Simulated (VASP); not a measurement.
# Pt (I4/mmm) in VASP: notebook

Pt is run at these levels: PBEsol; tasks: single point.

Everything below comes from runs of VASP 6.6.1. Logs are shortened: lines on timing, memory, paths and dates and some standing lists are left out, and cuts for length are marked.

### 1 The cell of the first run

Symmetry: I4/mmm, No. 139, tetragonal system. The conventional cell has a = 2.769 Å, b = 2.769 Å, c = 3.975 Å, α = 90.00°, β = 90.00°, γ = 90.00°. Pt (site symmetry 4/mmm) has 12 Pt at 2.77 to 2.79 Å within 3.6 Å.

### 2 Single point, PBEsol (strain +0.000 along x and y, +0.015 along z)

The input, INCAR:

```
SYSTEM = Pt
PREC     = Accurate       ! precision mode
ENCUT    = 520            ! plane-wave cutoff, eV
EDIFF    = 1E-6           ! SCF threshold, eV
ISMEAR   = 0              ! smearing method
SIGMA    = 0.15           ! smearing width, eV
LREAL    = .FALSE.        ! projectors in reciprocal space
LASPH    = .TRUE.         ! aspherical terms in the spheres
NELM     = 60             ! most SCF steps
ALGO     = Fast           ! electronic algorithm
ISIF     = 2              ! what is computed and relaxed
LWAVE    = .FALSE.        ! write WAVECAR
LCHARG   = .FALSE.        ! write CHGCAR
GGA      = PS             ! functional
NBANDS   = 11             ! bands
```

The input, KPOINTS:

```
Automatic mesh
0
G
  20 20 20
  0 0 0
```

The input, POSCAR:

```
Pt
1.0
    0.0000000000      1.9579000000      1.9872685000
    1.9579000000      0.0000000000      1.9872685000
    1.9579000000      1.9579000000      0.0000000000
Pt
1
Direct
    0.0000000000      0.0000000000      0.0000000000
```

Potentials or basis: VASP PAW PBE potentials, release 64 (Pt).

On the command line:

```bash
$ cat potpaw_PBE.64/Pt/POTCAR > POTCAR
$ mpirun -np 1 vasp_std > vasp.out
```

OUTCAR:

```text
SYSTEM = Pt
   PREC = Accurate
   ENCUT = 520
   EDIFF = 1E-6
   ISMEAR = 0
   LREAL = .FALSE.
   LASPH = .TRUE.
   NELM = 60
   ISIF = 2
   GGA = PS

 ion  position               nearest neighbor table
   1  0.000  0.000  0.000-

  LATTYP: Found a body centered tetragonal cell.
 ALAT       =     2.7688887338
 C/A-ratio  =     1.4354267658

  Lattice vectors:

 A1 = (  -1.9579000000,   0.0000000000,   1.9872685000)
 A2 = (   1.9579000000,   0.0000000000,   1.9872685000)
 A3 = (   0.0000000000,   1.9579000000,  -1.9872685000)

Analysis of symmetry for initial positions (statically):
=====================================================================
 Subroutine PRICEL returns:
 Original cell was already a primitive cell.

 Routine SETGRP: Setting up the symmetry group for a
 body centered tetragonal supercell.

 Subroutine GETGRP returns: Found 16 space group operations
 (whereof 16 operations were pure point group operations)
 out of a pool of 16 trial point group operations.

The static configuration has the point symmetry D_4h.

Analysis of symmetry for dynamics (positions and initial velocities):
=====================================================================
 Subroutine PRICEL returns:
 Original cell was already a primitive cell.

 Routine SETGRP: Setting up the symmetry group for a
 body centered tetragonal supercell.

 Subroutine GETGRP returns: Found 16 space group operations
 (whereof 16 operations were pure point group operations)
 out of a pool of 16 trial point group operations.

The dynamic configuration has the point symmetry D_4h.

 Subroutine INISYM returns: Found 16 space group operations
 (whereof 16 operations are pure point group operations),
 and found     1 'primitive' translations

----------------------------------------------------------------------------------------

                                     Primitive cell

  volume of cell :      15.2359

  direct lattice vectors                    reciprocal lattice vectors
     0.000000000  1.957900000  1.987268500    -0.255375658  0.255375658  0.251601633
     1.957900000  0.000000000  1.987268500     0.255375658 -0.255375658  0.251601633
     1.957900000  1.957900000  0.000000000     0.255375658  0.255375658 -0.251601633

  length of vectors
     2.789732693  2.789732693  2.768888734     0.440155467  0.440155467  0.440155467

  position of ions in fractional coordinates (direct lattice)
     0.000000000  0.000000000  0.000000000

  ion indices of the primitive-cell ions
   primitive index   ion index
                 1           1

----------------------------------------------------------------------------------------

 KPOINTS: Automatic mesh

Automatic generation of k-mesh.
 Grid dimensions read from file:
 generate k-points for:   20   20   20

 Generating k-lattice:

  Cartesian coordinates                     Fractional coordinates (reciprocal lattice)
    -0.012768783  0.012768783  0.012580082     0.050000000  0.000000000  0.000000000
     0.012768783 -0.012768783  0.012580082     0.000000000  0.050000000  0.000000000
     0.012768783  0.012768783 -0.012580082     0.000000000  0.000000000  0.050000000

  Length of vectors
     0.022007773  0.022007773  0.022007773

  Shift w.r.t. Gamma in fractional coordinates (k-lattice)
     0.000000000  0.000000000  0.000000000

 Subroutine IBZKPT returns following result:
 ===========================================

 Found    641 irreducible k-points:

 Following reciprocal coordinates:
            Coordinates               Weight
  0.000000  0.000000  0.000000      1.000000
  0.050000  0.000000  0.000000      8.000000
  0.100000 -0.000000  0.000000      8.000000
  0.150000 -0.000000  0.000000      8.000000
  0.200000 -0.000000  0.000000      8.000000
  0.250000 -0.000000  0.000000      8.000000
[... 16 lines left out ...]
 -0.400000  0.050000  0.000000      8.000000
 -0.350000  0.050000  0.000000      8.000000
 [... further k-points ...]
   k-points           NKPTS =    641   k-points in BZ     NKDIM =    641   number of bands    NBANDS=     11
   number of dos      NEDOS =    301   number of ions     NIONS =      1
   total plane-waves  NPLWV =  13824
   dimension x,y,z NGX =    24 NGY =   24 NGZ =   24
   dimension x,y,z NGXF=    48 NGYF=   48 NGZF=   48
   ions per type =               1
   NGX,Y,Z   is equivalent  to a cutoff of  14.30, 14.30, 14.41 a.u.
   NGXF,Y,Z  is equivalent  to a cutoff of  28.60, 28.60, 28.82 a.u.
 SYSTEM =  Pt
   PREC   = accura    normal or accurate (medium, high low for compatibility)
   ISTART =      0    job   : 0-new  1-cont  2-samecut
   ICHARG =      2    charge: 1-file 2-atom 10-const
   ISPIN  =      1    spin polarized calculation?
   LNONCOLLINEAR =      F non collinear calculations
   LSORBIT =      F    spin-orbit coupling
   LASPH  =      T    aspherical Exc in radial PAW
   ENCUT  =  520.0 eV  38.22 Ry    6.18 a.u.   5.19  5.19  5.15*2*pi/ulx,y,z
   NELM   =     60;   NELMIN=  2; NELMDL= -5     # of ELM steps
   EDIFF  = 0.1E-05   stopping-criterion for ELM
   LREAL  =      F    real-space projection
   EDIFFG = 0.1E-04   stopping-criterion for IOM
   NSW    =      0    number of steps for IOM
   IBRION =     -1    ionic relax: 0-MD 1-quasi-New 2-CG
   NFREE  =      0    steps in history (QN), initial steepest desc. (CG)
   ISIF   =      2    stress and relaxation
   ISYM   =      2    0-nonsym 1-usesym 2-fastsym
   POTIM  = 0.5000    time-step for ionic-motion
   TEBEG  =    0.0;   TEEND  =   0.0 temperature during run
   PSTRESS=    0.0 pullay stress
   NELECT =      10.0000    total number of electrons
   NUPDOWN=      -1.0000    fix difference up-down
   EMIN   =  10.00;   EMAX   =-10.00  energy-range for DOS
   EFERMI =   0.00;   METHOD = LEGACY
   ISMEAR =     0;   SIGMA  =   0.15  broadening in eV -4-tet -1-fermi 0-gaus
   EFERMI_NEDOS =   21; number of points for ismear=-14 and -15
   IALGO  =     68    algorithm
   IMIX   =      4    mixing-type and parameters
     AMIX     =   0.40;   BMIX     =  1.00
     AMIX_MAG =   1.60;   BMIX_MAG =  1.00
  volume/ion in A,a.u.               =      15.24       102.82
  Fermi-wavevector in a.u.,A,eV,Ry     =   1.422718  2.688548 27.539932  2.024128
  Thomas-Fermi vector in A             =   2.543392
   LORBIT       =      0    0 simple, 1 ext, 2 COOP (PROOUT), +10 PAW based schemes
   GGA     = PS    functional components
   LHFCALC =     F    Hartree Fock is set to
   AEXX    =    0.0000 exact exchange contribution
   IVDW    =     0    specifies the selected vdW correction
   LEPSILON=     F    determine dielectric tensor
   LRPA    =     F    only Hartree local field effects (RPA)
 non-spin polarized calculation
 RMM-DIIS sequential band-by-band and
 Gauss-broadening in eV      SIGMA  =   0.15
  energy-cutoff  :      520.00
  volume of cell :       15.24
 maximum number of plane-waves:       424
 NGX is ok and might be reduce to    24
   NGX = 11   NGY = 11   NGZ = 11

 number of electron      10.0000000 magnetization

 Free energy of the ion-electron system (eV)
  ---------------------------------------------------
  ext. energy  EPLUGINS =         0.00000000
  ---------------------------------------------------
  free energy    TOTEN  =        -6.97119766 eV

  energy without entropy =       -6.95110831  energy(sigma->0) =       -6.96115299

 E-fermi :  10.9066     XC(G=0): -13.5673

 val. band max:       10.9065551797   @ k =  -0.4500   0.0500   0.2000
 cond. band min:      10.9099455609   @ k =   0.5000   0.0500   0.0000
 fundamental gap:      0.0033903812
 Fermi energy:        10.9066497032

 k-point     1 :       0.0000    0.0000    0.0000
  band No.  band energies     occupation
      1       0.7196      2.00000
      2       7.0437      2.00000
      3       7.2190      2.00000
      4       7.2190      2.00000
      5       9.1978      2.00000
      6       9.4035      2.00000
      7      25.5561      0.00000
      8      30.2013      0.00000
      9      30.5785      0.00000
     10      30.5785      0.00000
     11      35.7179      0.00000

 k-point     2 :       0.0500    0.0000    0.0000
  band No.  band energies     occupation
      1       0.8196      2.00000
      2       7.0476      2.00000
      3       7.2099      2.00000
      4       7.2591      2.00000
      5       9.1772      2.00000
      6       9.3784      2.00000
      7      25.7120      0.00000
      8      29.8576      0.00000
      9      30.5147      0.00000
     10      30.7320      0.00000
     11      36.3335      0.00000

 k-point     3 :       0.1000   -0.0000    0.0000
  band No.  band energies     occupation
      1       1.1127      2.00000
      2       6.9761      2.00000
      3       7.2686      2.00000
      4       7.3680      2.00000
      5       9.1318      2.00000
      6       9.3182      2.00000
      7      26.1450      0.00000
      8      28.6727      0.00000
      9      30.9252      0.00000
     10      31.1804      0.00000
     11      37.2675      0.00000

 k-point     4 :       0.1500   -0.0000    0.0000
  band No.  band energies     occupation
      1       1.5747      2.00000
      2       6.8392      2.00000
      3       7.3878      2.00000
      4       7.5075      2.00000
      5       9.1124      2.00000
      6       9.2700      2.00000
      7      26.7276      0.00000
      8      27.2618      0.00000
      9      31.6223      0.00000
     10      31.8852      0.00000
     11      36.1764      0.00000

 k-point     5 :       0.2000   -0.0000    0.0000
  band No.  band energies     occupation
      1       2.1548      2.00000
      2       6.7408      2.00000
      3       7.4684      2.00000
      4       7.6092      2.00000
      5       9.1982      2.00000
      6       9.3109      2.00000
      7      25.7303      0.00000
      8      27.2332      0.00000
      9      32.5048      0.00000
     10      32.7609      0.00000
     11      34.7526      0.00000
[... 211 lines left out ...]
 k-point    21 :       0.5000    0.0500    0.0000
  band No.  band energies     occupation
      1       3.7177      2.00000
      2       6.9550      2.00000
      3       7.2585      2.00000
      4       9.7011      2.00000
      5      10.9099      0.97521
      6      11.6471      0.00000
      7      16.6761      0.00000
      8      25.2379      0.00000
      9      29.4602      0.00000
     10      29.7869      0.00000
     11      38.9862      0.00000

 k-point    22 :      -0.4500    0.0500    0.0000
  band No.  band energies     occupation
      1       3.7188      2.00000
      2       6.9754      2.00000
      3       7.2569      2.00000
      4       9.6196      2.00000
      5      10.7898      1.72950
      6      11.6323      0.00000
      7      16.8817      0.00000
      8      25.2720      0.00000
      9      29.2960      0.00000
     10      30.1070      0.00000
     11      38.4900      0.00000

 k-point    23 :      -0.4000    0.0500    0.0000
  band No.  band energies     occupation
      1       3.7112      2.00000
      2       7.0477      2.00000
      3       7.3090      2.00000
      4       8.9590      2.00000
      5      10.5100      1.99982
      6      11.2508      0.00117
      7      18.1399      0.00000
      8      25.5213      0.00000
      9      29.5748      0.00000
     10      30.8664      0.00000
     11      37.4524      0.00000

 k-point    24 :      -0.3500    0.0500    0.0000
  band No.  band energies     occupation
      1       3.6500      2.00000
      2       7.1567      2.00000
      3       7.4074      2.00000
      4       8.0504      2.00000
      5      10.1231      2.00000
      6      10.8036      1.66889
      7      19.8698      0.00000
      8      25.9767      0.00000
      9      30.2268      0.00000
     10      32.0173      0.00000
     11      36.0322      0.00000

 [... further k-points ...]
[... 5 lines left out ...]
  --------------------------------------------------------------------------------------
  -------------------------------------------------------------------------------------
  Total       -0.3263945     -0.3263945     -0.4745729      0.0000000      0.0000000      0.0000000
  in kB      -34.3230436    -34.3230436    -49.9052172      0.0000000      0.0000000      0.0000000
  external PRESSURE =     -39.5171015 kB  Pullay stress =       0.0000000 kB

 VOLUME and BASIS-vectors are now :
 -----------------------------------------------------------------------------
  energy-cutoff  :      520.00
  volume of cell :       15.24
      direct lattice vectors                 reciprocal lattice vectors
     0.000000000  1.957900000  1.987268500    -0.255375658  0.255375658  0.251601633
     1.957900000  0.000000000  1.987268500     0.255375658 -0.255375658  0.251601633
     1.957900000  1.957900000  0.000000000     0.255375658  0.255375658 -0.251601633

 POSITION                                       TOTAL-FORCE (eV/Angst)
 -----------------------------------------------------------------------------------
      0.00000      0.00000      0.00000        -0.000000      0.000000      0.000000
 -----------------------------------------------------------------------------------
    total drift:                               -0.000000     -0.000000     -0.000000

  FREE ENERGIE OF THE ION-ELECTRON SYSTEM (eV)
  ---------------------------------------------------
  free  energy   TOTEN  =        -6.9711976595 eV

  energy  without entropy=       -6.9511083139  energy(sigma->0) =       -6.96115299
```

Run time: 77 s. Hardware: 1 thread of Intel Xeon Platinum 8259CL at 2.50GHz (Skylake/Cascade Lake), shared host; peak memory 0.23 GiB.

Results:

```
Free energy            : -6.9712 eV
Pressure               : -4.0 GPa
Band gap on the k mesh : zero (band 5 reaches 11.46 eV, above the bottom of band 6 at 9.25 eV)
```

Levels at points of the mesh, in eV from the Fermi level:
```csv
k point,band 1,band 2,band 3,band 4,band 5,band 6,band 7,band 8,band 9,band 10
"(0.00, 0.00, 0.00)",-10.19,-3.86,-3.69,-3.69,-1.71,-1.50,14.65,19.29,19.67,19.67
"(0.50, 0.00, 0.00)",-7.27,-3.89,-3.72,-0.51,0.00,0.08,5.72,14.19,18.73,19.01
"(0.50, 0.50, 0.00)",-7.02,-6.55,0.02,0.47,0.47,1.53,8.46,11.48,11.48,20.10
"(0.50, 0.00, 0.50)",-6.99,-6.54,0.00,0.41,0.55,1.82,8.84,11.16,11.26,19.90
```

Caveat: the cell differs from its parent crystal (strain +0.000 along x and y, +0.015 along z); the PAW data sets were made with another functional, which shifts forces and pressure a little; spin-orbit coupling is left out, which moves the levels of the heavy elements.

### 3 Single point, PBEsol (strain +0.015 along x and y, -0.015 along z)

The input, INCAR:

```
PREC     = Accurate       # precision mode
ENCUT    = 520            # plane-wave cutoff, eV
EDIFF    = 1E-6           # SCF threshold, eV
ISMEAR   = 0              # smearing method
SIGMA    = 0.15           # smearing width, eV
LREAL    = F              # projectors in reciprocal space
LASPH    = T              # aspherical terms in the spheres
NELM     = 100            # most SCF steps
ALGO     = Normal         # electronic algorithm
ISIF     = 2              # what is computed and relaxed
LWAVE    = F              # write WAVECAR
LCHARG   = F              # write CHGCAR
GGA      = PS             # functional
NBANDS   = 11             # bands
```

The input, KPOINTS:

```
Automatic mesh
0
Gamma
  20 20 20
```

The input, POSCAR:

```
Pt
1.0
    0.0000000000      1.9872685000      1.9285315000
    1.9872685000      0.0000000000      1.9285315000
    1.9872685000      1.9872685000      0.0000000000
Pt
1
Direct
    0.0000000000      0.0000000000      0.0000000000
```

Potentials or basis: VASP PAW PBE potentials, release 64 (Pt).

On the command line:

```bash
$ cat potpaw_PBE.64/Pt/POTCAR > POTCAR
$ mpirun -np 1 vasp_std > vasp.out
```

Wall time 63 s (1 thread of Intel Xeon Platinum 8259CL at 2.50GHz (Skylake/Cascade Lake), shared host); peak memory 0.24 GiB.

Results (log left out):

| Item | Value |
| --- | --- |
| Free energy | -6.9695 eV |
| Pressure | -3.8 GPa |
| Band gap on the k mesh | zero (band 5 reaches 11.52 eV, above the bottom of band 6 at 9.21 eV) |

Stress tensor (GPa, compression positive):
```
-4.67  0.00  0.00
 0.00 -4.67  0.00
 0.00  0.00 -2.13
```

Levels at points of the mesh, in eV from the Fermi level:
```csv
k point,band 2,band 3,band 4,band 5,band 6,band 7,band 8,band 9
"(0.00, 0.00, 0.00)",-3.85,-3.85,-3.51,-1.81,-1.41,14.66,19.29,19.29
"(0.50, 0.00, 0.00)",-3.97,-3.63,-0.51,-0.05,0.13,5.73,14.17,18.58
"(0.50, 0.50, 0.00)",-6.55,0.00,0.49,0.49,2.12,9.23,10.94,10.94
"(0.50, 0.00, 0.50)",-6.54,0.01,0.33,0.61,1.54,8.47,11.39,11.59
```

Caveat: the cell differs from its parent crystal (strain +0.015 along x and y, -0.015 along z); the PAW data sets were made with another functional, which shifts forces and pressure a little; spin-orbit coupling is left out, which moves the levels of the heavy elements.
